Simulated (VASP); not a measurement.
Here is a VASP 6.6.1 calculation.

INCAR

```
  PREC = Accurate
  ENCUT = 520
  EDIFF = 1E-6
  ISMEAR = 0
  SIGMA = 0.01
  LREAL = False
  LASPH = True
  NELM = 60
  ALGO = Normal
  ISIF = 2
  LWAVE = False
  LCHARG = False
  GGA = PE
  NBANDS = 15
```

KPOINTS

```
Automatic mesh
0
Gamma
  4 4 4
```

Contents of POSCAR:

```
KI
1.0
    0.1496118062      3.5875682345      3.5875682345
    3.5875682345      0.1496118062      3.5875682345
    3.5875682345      3.5875682345      0.1496118062
K I
1 1
Direct
    0.0000000000      0.0000000000      0.0000000000
    0.5000000000      0.5000000000      0.5000000000
```

Potentials or basis: VASP PAW PBE potentials, release 64 (K_sv, I).

The run is started by

```sh
$ cat potpaw_PBE.64/K_sv/POTCAR potpaw_PBE.64/I/POTCAR > POTCAR
$ mpirun -np 1 vasp_std > vasp.out
```

What does it give for the band gap on the k mesh?

3.92 eV.

What does it give for the pressure?

0.9 GPa.

Stress tensor (GPa, compression positive):
```
 0.87 -0.17 -0.17
-0.17  0.87 -0.17
-0.17 -0.17  0.87
```

Caveat: the cell differs from its parent crystal (epitaxial 111 strain -3.0%); spin-orbit coupling is left out, which moves the levels of the heavy elements.
